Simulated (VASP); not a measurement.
## Cd5HgTe6: single point with PBE

Crystal: Cd5HgTe6.

```xyz
12
Lattice="4.3203 0.0000 0.0000 0.0000 4.3203 0.0000 0.0000 0.0000 18.5255" Properties=species:S:1:pos:R:3 pbc="T T T"
Cd    0.0000    0.0000   12.3380
Cd    2.1602    2.1602   15.4170
Cd    2.1602    2.1602    3.1086
Cd    0.0000    0.0000    6.1875
Cd    2.1602    2.1602    9.2628
Hg    0.0000    0.0000    0.0000
Te    0.0000    0.0000   15.3349
Te    2.1602    2.1602    0.0000
Te    0.0000    0.0000    3.1906
Te    2.1602    2.1602    6.2109
Te    0.0000    0.0000    9.2628
Te    2.1602    2.1602   12.3146
```

```yaml
Program: VASP 6.6.1
Task: single point
Functional: PBE
Potentials_or_basis: VASP PAW PBE potentials, release 64 (Cd, Hg, Te)
Cutoff: 520 eV
k_mesh: 10 × 10 × 2
Occupations: gaussian, width 0.1 eV
Spin: no spin polarisation
```

The pressure is 0.1 GPa. The largest force is 0.008 eV/Å and the band gap on the k mesh is zero (band 54 reaches 4.13 eV, above the bottom of band 55 at 2.12 eV).

Forces on the atoms (eV/Å):
```
Cd   0.000  0.000  0.000
Cd   0.000  0.000  0.008
Cd   0.000  0.000 -0.008
Cd   0.000  0.000  0.000
Cd   0.000  0.000  0.000
Hg   0.000  0.000  0.000
Te   0.000  0.000 -0.002
Te   0.000  0.000  0.000
Te   0.000  0.000  0.002
Te   0.000  0.000  0.006
Te   0.000  0.000  0.000
Te   0.000  0.000 -0.006
```

Levels at points of the mesh, in eV from the Fermi level:
| k point | band 52 | band 53 | band 54 | band 55 | band 56 | band 57 |
| --- | --- | --- | --- | --- | --- | --- |
| (0.00, 0.00, 0.00) | -0.82 | -0.45 | -0.45 | -0.43 | -0.28 | 0.15 |
| (0.50, 0.00, 0.00) | -0.02 | -0.02 | 0.30 | 2.52 | 2.73 | 3.08 |
| (0.50, 0.50, 0.00) | -2.06 | -1.98 | -1.95 | -1.71 | -1.26 | 0.84 |
| (0.00, 0.00, 0.50) | -0.83 | -0.63 | -0.63 | -0.51 | -0.51 | 1.02 |
| (0.50, 0.00, 0.50) | 0.01 | 0.08 | 0.30 | 2.56 | 2.69 | 2.76 |
| (0.50, 0.50, 0.50) | -2.29 | -2.17 | -2.17 | -0.85 | -0.30 | -0.28 |

It took 11 min on 1 thread of Intel(R) Xeon(R) 6975P-C (Granite Rapids) (shared host), peak memory 0.91 GiB.

Caveat: spin-orbit coupling is left out, which moves the levels of the heavy elements.
